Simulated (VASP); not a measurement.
# Al (Fm-3m) in VASP: a series of runs, part 2 of 2

VASP 6.6.1. Earlier steps stand in the parts before.

## (3) Relaxation of cell and atoms, PBEsol

INCAR reads:

```
SYSTEM = Al
  PREC = Accurate
  ENCUT = 600
  EDIFF = 1E-6
  ISMEAR = -1
  SIGMA = 0.15
  LREAL = .FALSE.
  LASPH = .TRUE.
  NELM = 80
  ALGO = Normal
  ISIF = 3
  LWAVE = .FALSE.
  LCHARG = .FALSE.
  GGA = PS
  IBRION = 2
  NSW = 80
  EDIFFG = -0.001
```

KPOINTS reads:

```
Automatic mesh
0
G
  18 18 18
  0 0 0
```

POSCAR reads:

```
Al
1.0
    0.0000000000      2.0075591387      2.0075591387
    2.0075591387      0.0000000000      2.0075591387
    2.0075591387      2.0075591387      0.0000000000
Al
1
Direct
    0.0000000000      0.0000000000      0.0000000000
```

Potentials or basis: VASP PAW PBE potentials, release 64 (Al).

On the command line:

```console
> cat potpaw_PBE.64/Al/POTCAR > POTCAR
> mpirun -np 1 vasp_std > vasp.out
```

OUTCAR:

```text
SYSTEM = Al
   PREC = Accurate
   ENCUT = 600
   EDIFF = 1E-6
   ISMEAR = -1
   LREAL = .FALSE.
   LASPH = .TRUE.
   NELM = 80
   ISIF = 3
   GGA = PS
   IBRION = 2
   NSW = 80
   EDIFFG = -0.001

 ion  position               nearest neighbor table
   1  0.000  0.000  0.000-

  LATTYP: Found a face centered cubic cell.
 ALAT       =     4.0151182774

  Lattice vectors:

 A1 = (   0.0000000000,   2.0075591387,   2.0075591387)
 A2 = (   2.0075591387,   0.0000000000,   2.0075591387)
 A3 = (   2.0075591387,   2.0075591387,   0.0000000000)

Analysis of symmetry for initial positions (statically):
=====================================================================
 Subroutine PRICEL returns:
 Original cell was already a primitive cell.

 Routine SETGRP: Setting up the symmetry group for a
 face centered cubic supercell.

 Subroutine GETGRP returns: Found 48 space group operations
 (whereof 48 operations were pure point group operations)
 out of a pool of 48 trial point group operations.

The static configuration has the point symmetry O_h .

Analysis of symmetry for dynamics (positions and initial velocities):
=====================================================================
 Subroutine PRICEL returns:
 Original cell was already a primitive cell.

 Routine SETGRP: Setting up the symmetry group for a
 face centered cubic supercell.

 Subroutine GETGRP returns: Found 48 space group operations
 (whereof 48 operations were pure point group operations)
 out of a pool of 48 trial point group operations.

The dynamic configuration has the point symmetry O_h .

 Subroutine INISYM returns: Found 48 space group operations
 (whereof 48 operations are pure point group operations),
 and found     1 'primitive' translations

----------------------------------------------------------------------------------------

                                     Primitive cell

  volume of cell :      16.1821

  direct lattice vectors                    reciprocal lattice vectors
     0.000000000  2.007559139  2.007559139    -0.249058666  0.249058666  0.249058666
     2.007559139  0.000000000  2.007559139     0.249058666 -0.249058666  0.249058666
     2.007559139  2.007559139  0.000000000     0.249058666  0.249058666 -0.249058666

  length of vectors
     2.839117361  2.839117361  2.839117361     0.431382263  0.431382263  0.431382263

  position of ions in fractional coordinates (direct lattice)
     0.000000000  0.000000000  0.000000000

  ion indices of the primitive-cell ions
   primitive index   ion index
                 1           1

----------------------------------------------------------------------------------------

 KPOINTS: Automatic mesh

Automatic generation of k-mesh.
 Grid dimensions read from file:
 generate k-points for:   18   18   18

 Generating k-lattice:

  Cartesian coordinates                     Fractional coordinates (reciprocal lattice)
    -0.013836593  0.013836593  0.013836593     0.055555556  0.000000000  0.000000000
     0.013836593 -0.013836593  0.013836593     0.000000000  0.055555556  0.000000000
     0.013836593  0.013836593 -0.013836593     0.000000000  0.000000000  0.055555556

  Length of vectors
     0.023965681  0.023965681  0.023965681

[... 37 lines left out ...]
   total plane-waves  NPLWV =  13824
   dimension x,y,z NGX =    24 NGY =   24 NGZ =   24
   dimension x,y,z NGXF=    48 NGYF=   48 NGZF=   48
   ions per type =               1
   NGX,Y,Z   is equivalent  to a cutoff of  14.05, 14.05, 14.05 a.u.
   NGXF,Y,Z  is equivalent  to a cutoff of  28.11, 28.11, 28.11 a.u.
 SYSTEM =  Al
   PREC   = accura    normal or accurate (medium, high low for compatibility)
   ISTART =      0    job   : 0-new  1-cont  2-samecut
   ICHARG =      2    charge: 1-file 2-atom 10-const
   ISPIN  =      1    spin polarized calculation?
   LNONCOLLINEAR =      F non collinear calculations
   LSORBIT =      F    spin-orbit coupling
   LASPH  =      T    aspherical Exc in radial PAW
   ENCUT  =  600.0 eV  44.10 Ry    6.64 a.u.   5.67  5.67  5.67*2*pi/ulx,y,z
   NELM   =     80;   NELMIN=  2; NELMDL= -5     # of ELM steps
   EDIFF  = 0.1E-05   stopping-criterion for ELM
   LREAL  =      F    real-space projection
   EDIFFG = -.1E-02   stopping-criterion for IOM
   NSW    =     80    number of steps for IOM
   IBRION =      2    ionic relax: 0-MD 1-quasi-New 2-CG
   NFREE  =      1    steps in history (QN), initial steepest desc. (CG)
   ISIF   =      3    stress and relaxation
   ISYM   =      2    0-nonsym 1-usesym 2-fastsym
   POTIM  = 0.5000    time-step for ionic-motion
   TEBEG  =    0.0;   TEEND  =   0.0 temperature during run
   PSTRESS=    0.0 pullay stress
   NELECT =       3.0000    total number of electrons
   NUPDOWN=      -1.0000    fix difference up-down
   EMIN   =  10.00;   EMAX   =-10.00  energy-range for DOS
   EFERMI =   0.00;   METHOD = LEGACY
   ISMEAR =    -1;   SIGMA  =   0.15  broadening in eV -4-tet -1-fermi 0-gaus
   EFERMI_NEDOS =   21; number of points for ismear=-14 and -15
   IALGO  =     38    algorithm
   IMIX   =      4    mixing-type and parameters
     AMIX     =   0.40;   BMIX     =  1.00
     AMIX_MAG =   1.60;   BMIX_MAG =  1.00
  volume/ion in A,a.u.               =      16.18       109.20
  Fermi-wavevector in a.u.,A,eV,Ry     =   0.933477  1.764016 11.855832  0.871379
  Thomas-Fermi vector in A             =   2.060182
   LORBIT       =      0    0 simple, 1 ext, 2 COOP (PROOUT), +10 PAW based schemes
   GGA     = PS    functional components
   LHFCALC =     F    Hartree Fock is set to
   AEXX    =    0.0000 exact exchange contribution
   IVDW    =     0    specifies the selected vdW correction
   LEPSILON=     F    determine dielectric tensor
   LRPA    =     F    only Hartree local field effects (RPA)
 conjugate gradient relaxation of ions
 non-spin polarized calculation
  energy-cutoff  :      600.00
  volume of cell :       16.18
 maximum number of plane-waves:       556
   NGX = 11   NGY = 11   NGZ = 11

--------------------------------------- Ionic step        1  -------------------------------------------

 number of electron       3.0000000 magnetization

 Free energy of the ion-electron system (eV)
  ---------------------------------------------------
  ext. energy  EPLUGINS =         0.00000000
  ---------------------------------------------------
  free energy    TOTEN  =        -4.10601683 eV

  energy without entropy =       -4.07513244  energy(sigma->0) =       -4.09057463

------------------------ aborting loop because EDIFF is reached ----------------------------------------

  FORCE on cell =-STRESS in cart. coord.  units (eV):
  Direction    XX          YY          ZZ          XY          YZ          ZX
  --------------------------------------------------------------------------------------
  -------------------------------------------------------------------------------------
  Total        0.0137763      0.0137763      0.0137763     -0.0000000     -0.0000000      0.0000000
  in kB        1.3639833      1.3639833      1.3639833     -0.0000000     -0.0000000      0.0000000
  external PRESSURE =       1.3639833 kB  Pullay stress =       0.0000000 kB
[... 57 lines left out ...]
--------------------------------------- Ionic step        3  -------------------------------------------

 number of electron       3.0000000 magnetization

 Free energy of the ion-electron system (eV)
  ---------------------------------------------------
  ext. energy  EPLUGINS =         0.00000000
  ---------------------------------------------------
  free energy    TOTEN  =        -4.10602751 eV

  energy without entropy =       -4.07510113  energy(sigma->0) =       -4.09056432

 E-fermi :   8.1235     XC(G=0): -10.3217

 val. band max:        8.1126779817   @ k =  -0.2778   0.2778   0.0556
 cond. band min:       8.1354025559   @ k =  -0.4444   0.3333   0.1111
 fundamental gap:      0.0227245742
 Fermi energy:         8.1235456010

 k-point     1 :       0.0000    0.0000    0.0000
  band No.  band energies     occupation
      1      -3.1171      2.00000
      2      20.8293      0.00000
      3      20.8293      0.00000
      4      20.8293      0.00000
      5      22.4559      0.00000
[... 177 lines left out ...]
 k-point    24 :      -0.2222    0.0556    0.0000
  band No.  band energies     occupation
      1      -1.4574      2.00000
      2      12.0101      0.00000
      3      17.5163      0.00000
      4      20.3924      0.00000
      5      22.1494      0.00000

 [... further k-points ...]

------------------------ aborting loop because EDIFF is reached ----------------------------------------

  FORCE on cell =-STRESS in cart. coord.  units (eV):
  Direction    XX          YY          ZZ          XY          YZ          ZX
  --------------------------------------------------------------------------------------
  -------------------------------------------------------------------------------------
  Total       -0.0004913     -0.0004913     -0.0004913     -0.0000000     -0.0000000     -0.0000000
  in kB       -0.0485595     -0.0485595     -0.0485595     -0.0000000     -0.0000000     -0.0000000
  external PRESSURE =      -0.0485595 kB  Pullay stress =       0.0000000 kB
[... 16 lines left out ...]
  FREE ENERGIE OF THE ION-ELECTRON SYSTEM (eV)
  ---------------------------------------------------
  free  energy   TOTEN  =        -4.1060275094 eV

  energy  without entropy=       -4.0751011260  energy(sigma->0) =       -4.09056432

 reached required accuracy - stopping structural energy minimisation
```

OSZICAR:

```text
N       E                     dE             d eps       ncg     rms          rms(c)
DAV:   1    -0.171152912074E+01   -0.17115E+01   -0.93849E+02  1995   0.375E+02
DAV:   2    -0.411024942098E+01   -0.23987E+01   -0.22496E+01  2495   0.335E+01
DAV:   3    -0.413467857324E+01   -0.24429E-01   -0.24180E-01  2630   0.378E+00
DAV:   4    -0.413477842608E+01   -0.99853E-04   -0.99843E-04  2570   0.232E-01
DAV:   5    -0.413477923173E+01   -0.80565E-06   -0.80504E-06  2625   0.162E-02    0.143E+00
DAV:   6    -0.411762543816E+01    0.17154E-01   -0.21033E-03  2315   0.307E-01    0.811E-01
DAV:   7    -0.410603184016E+01    0.11594E-01   -0.57806E-03  2300   0.492E-01    0.171E-01
DAV:   8    -0.410601759136E+01    0.14249E-04   -0.31035E-05  2525   0.578E-02    0.113E-02
DAV:   9    -0.410601683094E+01    0.76042E-06   -0.50688E-07  2445   0.522E-03
   1 F= -.41060168E+01 E0= -.40905746E+01  d E =-.410602E+01
       N       E                     dE             d eps       ncg     rms          rms(c)
DAV:   1    -0.410602914592E+01   -0.11555E-04   -0.19372E-04  2530   0.895E-02    0.110E-02
DAV:   2    -0.410602796920E+01    0.11767E-05   -0.12847E-06  1965   0.977E-03    0.413E-03
DAV:   3    -0.410602712084E+01    0.84836E-06   -0.22484E-07  1250   0.298E-03
   2 F= -.41060271E+01 E0= -.40905602E+01  d E =-.102899E-04
       N       E                     dE             d eps       ncg     rms          rms(c)
DAV:   1    -0.410602749877E+01    0.47043E-06   -0.48809E-06  2445   0.138E-02    0.278E-03
DAV:   2    -0.410602750939E+01   -0.10614E-07   -0.22229E-08  1055   0.156E-03
   3 F= -.41060275E+01 E0= -.40905643E+01  d E =-.106784E-04
```

CONTCAR:

```text
Al
   1.00000000000000
    -0.0000000000000000    2.0086924566972377    2.0086924566972377
     2.0086924566972377   -0.0000000000000000    2.0086924566972377
     2.0086924566972377    2.0086924566972377   -0.0000000000000000
  Al
     1
Direct
     0.0000000000000000    0.0000000000000000    0.0000000000000000

  0.00000000E+00  0.00000000E+00  0.00000000E+00
```

Wall time 13 s (1 thread of Intel Xeon Platinum 8488C (Sapphire Rapids), shared host); peak memory 0.14 GiB.

What came out:

```
Free energy                           : -4.1060 eV
Relaxed volume                        : 16.21 Å³/atom
Relaxed cell                          : a = 2.841 Å, b = 2.841 Å, c = 2.841 Å, α = 60.00°, β = 60.00°, γ = 60.00°
Space group after relaxing (to 0.1 Å) : Fm-3m (No. 225)
Energy gained by relaxing             : 0.0 meV/atom
Ionic steps                           : 3
Pressure after relaxing               : 0.0 GPa
Band gap on the k mesh                : zero (an odd number of electrons rules out a gap without spin polarisation)
```

Final structure:
```yaml
crystal:
  lattice:
    - [0.00000, 2.00869, 2.00869]
    - [2.00869, 0.00000, 2.00869]
    - [2.00869, 2.00869, 0.00000]
  atoms:
    - { symbol: Al, position: [0.00000, 0.00000, 0.00000] }
```

Levels at points of the mesh, in eV from the Fermi level:
```tsv
k point	band 1	band 2	band 3	band 4	band 5
(0.00, 0.00, 0.00)	-11.24	12.71	12.71	12.71	14.33
(0.50, 0.00, 0.00)	-4.65	-4.39	11.53	11.53	11.60
(0.50, 0.50, 0.00)	-2.95	-1.60	5.27	5.68	5.68
```

Caveat: the PAW data sets were made with another functional, which shifts forces and pressure a little.

The gap in the log of VASP goes by the Fermi energy; the results here count the filled bands.